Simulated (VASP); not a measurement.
# B17HN18 (a cell with a defect) in VASP: a series of runs

Runs on B17HN18 (a cell with a defect). Level: PBE. Tasks: single point.

Everything below comes from runs of VASP 6.6.1. Logs are shortened: lines on timing, memory, paths and dates and some standing lists are left out, and cuts for length are marked.

## Step 1: The cell of the first run

The cell holds a defect, 36 atoms: a = 7.465 Å, b = 7.465 Å, c = 6.495 Å, α = 90.00°, β = 90.00°, γ = 120.00°.

## Step 2: Single point, PBE

Contents of INCAR:

```
ALGO = Normal
EDIFF = 1E-6
ENCUT = 520
GGA = PE
GGA_COMPAT = False
ISIF = 2
ISMEAR = -1
ISYM = -1
LASPH = True
LCHARG = False
LREAL = Auto
LWAVE = False
NBANDS = 95
NELM = 120
PREC = Accurate
SIGMA = 0.01
```

Contents of KPOINTS:

```
explicit points
4
Reciprocal
  0.25000000   0.25000000   0.25000000 2
  0.25000000   0.25000000   0.75000000 2
  0.25000000   0.75000000   0.25000000 2
  0.25000000   0.75000000   0.75000000 2
```

Contents of POSCAR:

```
B17HN18
1.0
    7.4650312844      0.0000000000      0.0000000000
   -3.7325156422      6.4649067324      0.0000000000
    0.0000000000      0.0000000000      6.4954828762
B N H
17 18 1
Direct
    0.1139811285      0.2233211501      0.2501857268
    0.2181363630      0.1100974507      0.7358731916
    0.1138431416      0.5565452786      0.2524353756
    0.2225196083      0.4434092789      0.7595590585
    0.1137772819      0.8899428391      0.2491392467
    0.2184481918      0.7782767543      0.7545128099
    0.4473379842      0.2235177671      0.2489220258
    0.5510009204      0.1111877117      0.7436092069
    0.4474354112      0.5564680186      0.2517998834
    0.4472677491      0.8899333826      0.2511256778
    0.5577330923      0.7833583850      0.7641286719
    0.7804680958      0.2233458778      0.2501731506
    0.8874088054      0.1174491707      0.7540888566
    0.7802222413      0.5565163164      0.2512416601
    0.8800419007      0.4446219080      0.7538465006
    0.7804636417      0.8898114797      0.2511693497
    0.8852203661      0.7834076142      0.7520254132
    0.1094358300      0.2234511980      0.7491128431
    0.2245368193      0.1125250501      0.2473602803
    0.1086539574      0.5569271811      0.7591608464
    0.2246005025      0.4457765837      0.2534356855
    0.1077555903      0.8889339595      0.7479438917
    0.2246204400      0.7791934278      0.2512671478
    0.4338016653      0.2095875243      0.7157149113
    0.5580134092      0.1124829509      0.2478298244
    0.4400032751      0.5691261463      0.7817078427
    0.5579690520      0.4457633937      0.2517083039
    0.4405380725      0.8890998232      0.7569782232
    0.5580144203      0.7792383725      0.2539819822
    0.7734746717      0.2243984281      0.7518908118
    0.8912830722      0.1125509500      0.2507430247
    0.7877439706      0.5699017823      0.7386883805
    0.8912948883      0.4458689677      0.2509077325
    0.7783190075      0.8972185677      0.7597219090
    0.8912869214      0.7792733959      0.2496801646
    0.5146466980      0.3661190382      0.6933114711
```

Potentials or basis: VASP PAW PBE potentials, release 64 (B, N, H).

Command:

```bash
$ cat potpaw_PBE.64/B/POTCAR potpaw_PBE.64/N/POTCAR potpaw_PBE.64/H/POTCAR > POTCAR
$ mpirun -np 1 vasp_std > vasp.out
```

OUTCAR:

```text
EDIFF = 1E-6
   ENCUT = 520
   GGA = PE
   ISIF = 2
   ISMEAR = -1
   ISYM = -1
   LASPH = True
   LREAL = Auto
   NELM = 120
   PREC = Accurate

 ion  position               nearest neighbor table
   1  0.114  0.223  0.250-  19 1.43  21 1.44  31 1.44
   2  0.218  0.110  0.736-  24 1.40  22 1.43  18 1.44
   3  0.114  0.557  0.252-  21 1.43  33 1.44  23 1.44
   4  0.223  0.443  0.760-  26 1.42  18 1.42  20 1.47
   5  0.114  0.890  0.249-  23 1.43  35 1.44  19 1.44
   6  0.218  0.778  0.755-  20 1.43  22 1.43  28 1.44
[... 17 lines left out ...]
  24  0.434  0.210  0.716-  36 1.02   2 1.40   8 1.41
  25  0.558  0.112  0.248-   7 1.43  12 1.44  10 1.44
  26  0.440  0.569  0.782-  11 1.39   4 1.42
  27  0.558  0.446  0.252-   9 1.43  14 1.44   7 1.44
  28  0.441  0.889  0.757-   6 1.44   8 1.44  11 1.44
  29  0.558  0.779  0.254-  10 1.43  16 1.44   9 1.44
  30  0.773  0.224  0.752-  15 1.42  13 1.43   8 1.44
  31  0.891  0.113  0.251-  12 1.43   1 1.44  16 1.44
  32  0.788  0.570  0.739-  17 1.38  15 1.42
  33  0.891  0.446  0.251-  14 1.43  12 1.44   3 1.44
  34  0.778  0.897  0.760-  13 1.42  11 1.43  17 1.43
  35  0.891  0.779  0.250-  16 1.43   5 1.44  14 1.44
  36  0.515  0.366  0.693-  24 1.02

IMPORTANT INFORMATION: All symmetrisations will be switched off!
NOSYMM: (Re-)initialisation of all symmetry stuff for point group C_1.

----------------------------------------------------------------------------------------

                                     Primitive cell

  volume of cell :     313.4768

  direct lattice vectors                    reciprocal lattice vectors
     7.465031284  0.000000000  0.000000000     0.133957911  0.077340636  0.000000000
    -3.732515642  6.464906732  0.000000000     0.000000000  0.154681273  0.000000000
     0.000000000  0.000000000  6.495482876     0.000000000  0.000000000  0.153953142

  length of vectors
     7.465031284  7.465031284  6.495482876     0.154681273  0.154681273  0.153953142

  position of ions in fractional coordinates (direct lattice)
     0.113981129  0.223321150  0.250185727
     0.218136363  0.110097451  0.735873192
     0.113843142  0.556545279  0.252435376
     0.222519608  0.443409279  0.759559059
     0.113777282  0.889942839  0.249139247
     0.218448192  0.778276754  0.754512810
[... 28 lines left out ...]
     0.891286921  0.779273396  0.249680165
     0.514646698  0.366119038  0.693311471

  ion indices of the primitive-cell ions
   primitive index   ion index
                 1           1
                 2           2
                 3           3
                 4           4
                 5           5
                 6           6
[... 28 lines left out ...]
                35          35
                36          36

----------------------------------------------------------------------------------------

 KPOINTS: explicit points

Read explicit list of k-points.

 Found      4 k-points:

 Following reciprocal coordinates:
            Coordinates               Weight
  0.250000  0.250000  0.250000      0.250000
  0.250000  0.250000  0.750000      0.250000
  0.250000  0.750000  0.250000      0.250000
  0.250000  0.750000  0.750000      0.250000
   k-points           NKPTS =      4   k-points in BZ     NKDIM =      4   number of bands    NBANDS=     95
   number of dos      NEDOS =    301   number of ions     NIONS =     36
   total plane-waves  NPLWV = 150528
   dimension x,y,z NGX =    56 NGY =   56 NGZ =   48
   dimension x,y,z NGXF=   112 NGYF=  112 NGZF=   96
   ions per type =              17  18   1
   NGX,Y,Z   is equivalent  to a cutoff of  12.47, 12.47, 12.29 a.u.
   NGXF,Y,Z  is equivalent  to a cutoff of  24.94, 24.94, 24.57 a.u.
 SYSTEM =  unknown system
   PREC   = accura    normal or accurate (medium, high low for compatibility)
   ISTART =      0    job   : 0-new  1-cont  2-samecut
   ICHARG =      2    charge: 1-file 2-atom 10-const
   ISPIN  =      1    spin polarized calculation?
   LNONCOLLINEAR =      F non collinear calculations
   LSORBIT =      F    spin-orbit coupling
   LASPH  =      T    aspherical Exc in radial PAW
   ENCUT  =  520.0 eV  38.22 Ry    6.18 a.u.  13.88 13.88 12.08*2*pi/ulx,y,z
   NELM   =    120;   NELMIN=  2; NELMDL= -5     # of ELM steps
   EDIFF  = 0.1E-05   stopping-criterion for ELM
   LREAL  =      T    real-space projection
   EDIFFG = 0.1E-04   stopping-criterion for IOM
   NSW    =      0    number of steps for IOM
   IBRION =     -1    ionic relax: 0-MD 1-quasi-New 2-CG
   NFREE  =      0    steps in history (QN), initial steepest desc. (CG)
   ISIF   =      2    stress and relaxation
   ISYM   =     -1    0-nonsym 1-usesym 2-fastsym
   POTIM  = 0.5000    time-step for ionic-motion
   TEBEG  =    0.0;   TEEND  =   0.0 temperature during run
   PSTRESS=    0.0 pullay stress
   NELECT =     142.0000    total number of electrons
   NUPDOWN=      -1.0000    fix difference up-down
   EMIN   =  10.00;   EMAX   =-10.00  energy-range for DOS
   EFERMI =   0.00;   METHOD = LEGACY
   ISMEAR =    -1;   SIGMA  =   0.01  broadening in eV -4-tet -1-fermi 0-gaus
   EFERMI_NEDOS =   21; number of points for ismear=-14 and -15
   IALGO  =     38    algorithm
   IMIX   =      4    mixing-type and parameters
     AMIX     =   0.40;   BMIX     =  1.00
     AMIX_MAG =   1.60;   BMIX_MAG =  1.00
  volume/ion in A,a.u.               =       8.71        58.76
  Fermi-wavevector in a.u.,A,eV,Ry     =   1.257291  2.375936 21.507829  1.580781
  Thomas-Fermi vector in A             =   2.390957
   LORBIT       =      0    0 simple, 1 ext, 2 COOP (PROOUT), +10 PAW based schemes
   GGA     = PE    functional components
   LHFCALC =     F    Hartree Fock is set to
   AEXX    =    0.0000 exact exchange contribution
   IVDW    =     0    specifies the selected vdW correction
   LEPSILON=     F    determine dielectric tensor
   LRPA    =     F    only Hartree local field effects (RPA)
 non-spin polarized calculation
  energy-cutoff  :      520.00
  volume of cell :      313.48
 maximum number of plane-waves:      8452
 NGX is ok and might be reduce to    56
   NGX = 27   NGY = 27   NGZ = 25

 number of electron     141.9999999 magnetization

 Free energy of the ion-electron system (eV)
  ---------------------------------------------------
  ext. energy  EPLUGINS =         0.00000000
  ---------------------------------------------------
  free energy    TOTEN  =      -305.27355901 eV

  energy without entropy =     -305.27307515  energy(sigma->0) =     -305.27331708

 E-fermi :   2.3536     XC(G=0): -10.1727

 val. band max:        2.3005816183   @ k =   0.2500   0.7500   0.7500
 cond. band min:       2.4108626163   @ k =   0.2500   0.2500   0.2500
 fundamental gap:      0.1102809980
 Fermi energy:         2.3536285740

 k-point     1 :       0.2500    0.2500    0.2500
  band No.  band energies     occupation
      1     -15.2164      2.00000
      2     -14.9128      2.00000
      3     -14.7636      2.00000
      4     -14.5076      2.00000
      5     -14.4138      2.00000
      6     -14.2954      2.00000
[... 75 lines left out ...]
     82       9.2209      0.00000
     83       9.4377      0.00000

 k-point     2 :       0.2500    0.2500    0.7500
  band No.  band energies     occupation
      1     -15.2148      2.00000
      2     -14.9177      2.00000
      3     -14.7631      2.00000
      4     -14.5031      2.00000
      5     -14.4137      2.00000
      6     -14.2964      2.00000
[... 75 lines left out ...]
     82       9.2124      0.00000
     83       9.4208      0.00000

 k-point     3 :       0.2500    0.7500    0.2500
  band No.  band energies     occupation
      1     -15.4550      2.00000
      2     -15.1696      2.00000
      3     -14.4508      2.00000
      4     -14.1594      2.00000
      5     -13.9764      2.00000
      6     -13.7749      2.00000
[... 75 lines left out ...]
     82       9.1379      0.00000
     83       9.6322      0.00000

 k-point     4 :       0.2500    0.7500    0.7500
  band No.  band energies     occupation
      1     -15.4563      2.00000
      2     -15.1673      2.00000
      3     -14.4501      2.00000
      4     -14.1635      2.00000
      5     -13.9749      2.00000
      6     -13.7701      2.00000
[... 75 lines left out ...]
     82       9.1000      0.00000
     83       9.8104      0.00000
 [bands above 83 left out]

------------------------ aborting loop because EDIFF is reached ----------------------------------------

  FORCE on cell =-STRESS in cart. coord.  units (eV):
  Direction    XX          YY          ZZ          XY          YZ          ZX
  --------------------------------------------------------------------------------------
  -------------------------------------------------------------------------------------
  Total       16.8097072     30.7825449      7.1812726     -0.3056068      0.1215368     -0.0261122
  in kB       85.9142876    157.3293564     36.7034306     -1.5619543      0.6211735     -0.1334590
  external PRESSURE =      93.3156915 kB  Pullay stress =       0.0000000 kB

 VOLUME and BASIS-vectors are now :
 -----------------------------------------------------------------------------
  energy-cutoff  :      520.00
  volume of cell :      313.48
      direct lattice vectors                 reciprocal lattice vectors
     7.465031284  0.000000000  0.000000000     0.133957911  0.077340636  0.000000000
    -3.732515642  6.464906732  0.000000000     0.000000000  0.154681273  0.000000000
     0.000000000  0.000000000  6.495482876     0.000000000  0.000000000  0.153953142

 POSITION                                       TOTAL-FORCE (eV/Angst)
 -----------------------------------------------------------------------------------
      0.01732      1.44375      1.62508        -0.196266      0.101210      0.014699
      1.21745      0.71177      4.77985        -0.189982     -0.122217      0.091097
     -1.22747      3.59801      1.63969        -0.174486      0.110873     -0.014332
      0.00608      2.86660      4.93370         0.132997     -0.149447      0.005139
     -2.47237      5.75340      1.61828        -0.172459      0.108870     -0.015241
     -1.27421      5.03149      4.90093         0.190528     -0.117139     -0.031235
[... 28 lines left out ...]
      3.74483      5.03793      1.62179         0.188653     -0.112218      0.004019
      2.47531      2.36693      4.50339        -0.033172     -0.251587      0.064691
 -----------------------------------------------------------------------------------
    total drift:                               -0.000935      0.001469      0.004257

  FREE ENERGIE OF THE ION-ELECTRON SYSTEM (eV)
  ---------------------------------------------------
  free  energy   TOTEN  =      -305.2735590129 eV

  energy  without entropy=     -305.2730751502  energy(sigma->0) =     -305.27331708
```

It took 3.3 min on 1 thread of AMD EPYC 9R45 (Zen 5), shared host; peak memory 0.38 GiB.

What came out:

```yaml
Free_energy: -305.2736 eV
Pressure: 9.3 GPa
Largest_force: 0.500 eV/Å
Band_gap_on_the_k_mesh: 0.11 eV
```

Forces in eV/Å, atoms in the order of the input:
```
B   -0.196  0.101  0.015
B   -0.190 -0.122  0.091
B   -0.174  0.111 -0.014
B    0.133 -0.149  0.005
B   -0.172  0.109 -0.015
B    0.191 -0.117 -0.031
B   -0.177  0.118  0.019
B    0.000 -0.347 -0.049
B   -0.171  0.097  0.009
B   -0.181  0.118 -0.009
B    0.016 -0.281  0.152
B   -0.182  0.085 -0.014
B    0.252 -0.123 -0.011
B   -0.203  0.099  0.009
B    0.107 -0.167  0.038
B   -0.195  0.120  0.007
B   -0.224 -0.054  0.044
N   -0.130  0.137 -0.098
N    0.181 -0.115 -0.015
N   -0.188  0.177 -0.061
N    0.170 -0.091 -0.005
N    0.167  0.177  0.052
N    0.168 -0.109  0.018
N    0.285  0.394 -0.115
N    0.184 -0.102  0.010
N    0.032  0.154 -0.013
N    0.176 -0.106 -0.020
N   -0.186  0.337 -0.003
N    0.185 -0.103  0.001
N   -0.148  0.177  0.008
N    0.181 -0.101  0.005
N   -0.009  0.003  0.008
N    0.182 -0.099  0.008
N   -0.039  0.038 -0.093
N    0.189 -0.112  0.004
H   -0.033 -0.252  0.065
```

Caveat: semilocal functionals underestimate gaps, and a narrow one can read as zero.

(Continued in part 2 of 2.)
